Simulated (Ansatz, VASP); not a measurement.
LiTlS2 in VASP and in Ansatz

The input POSCAR:

```
LiTlS2
1.0
    4.1070395324      0.0000000000      0.0000000000
    0.0000000000      4.1070395324      0.0000000000
    0.0000000000      0.0000000000      5.7754030956
Li S Tl
1 2 1
Direct
    0.0000000000      0.0000000000      0.0000000000
    0.0000000000      0.5000000000      0.2309016897
    0.5000000000      0.0000000000      0.7690983103
    0.5000000000      0.5000000000      0.5000000000
```

INCAR.step1

```
SYSTEM = LiTlS2
  PREC = Accurate
  ENCUT = 520
  ISMEAR = 0
  SIGMA = 0.01
  LREAL = .FALSE.
  LASPH = .TRUE.
  NELM = 100
  NBANDS = 22
  GGA = PE
  ALGO = Normal
  EDIFF = 1E-4
  LWAVE = .TRUE.
  LCHARG = .FALSE.
```

INCAR.step2

```
SYSTEM = LiTlS2
  PREC = Accurate
  ENCUT = 520
  EDIFF = 1E-6
  ISMEAR = 0
  SIGMA = 0.01
  LREAL = .FALSE.
  LASPH = .TRUE.
  NELM = 100
  ALGO = Normal
  ISIF = 2
  LWAVE = .FALSE.
  LCHARG = .FALSE.
  METAGGA = R2SCAN
  LMIXTAU = .TRUE.
  NBANDS = 22
  ISTART = 1
```

KPOINTS

```
Automatic mesh
0
G
  6 6 4
  0 0 0
```

Input for Ansatz:

```yaml
crystal:
  lattice:
    - [4.1070395324, 0.0, 0.0]
    - [0.0, 4.1070395324, 0.0]
    - [0.0, 0.0, 5.7754030956]
  atoms:
    - { symbol: Li, position: [0.0, 0.0, 0.0] }
    - { symbol: S, position: [0.0, 0.5, 0.2309016897] }
    - { symbol: Tl, position: [0.5, 0.5, 0.5] }
    - { symbol: S, position: [0.5, 0.0, 0.7690983103] }
kpoints:
  mp_grid: { grid: [6, 6, 4] }
hamiltonian:
  xc: r2scan
scf:
  occupations: { method: fixed }
  n_extra_bands: 5
output:
  forces: true
  stress: true
  eigenvalues: true
```

Alike in both runs: task single point; functional r2SCAN; k mesh 6 × 6 × 4; no spin polarisation.

```csv
,VASP,Ansatz
version,VASP 6.6.1,Ansatz 0.2.0
potentials or method,"VASP PAW PBE potentials, release 64 (Li_sv, S, Tl_d)","plane waves, PAW"
plane-wave cutoff (eV),520,500
occupations,"gaussian, width 0.01 eV",fixed
valence electrons in the cell,28,28
```

VASP gave:

```
gap on the k mesh at the Fermi level (eV) : 1.14
rms of the force components (eV/Å)        : 0.058
```

Q: Estimate Ansatz's values.

A: gap on the k mesh at the Fermi level (eV): 1.12; rms of the force components (eV/Å): 0.057.

VASP's potentials were made for PBE, not for r2SCAN.

Neither program's run includes spin-orbit coupling. Noted on VASP's run: the cutoff is short for stress, so the pressure is rough.
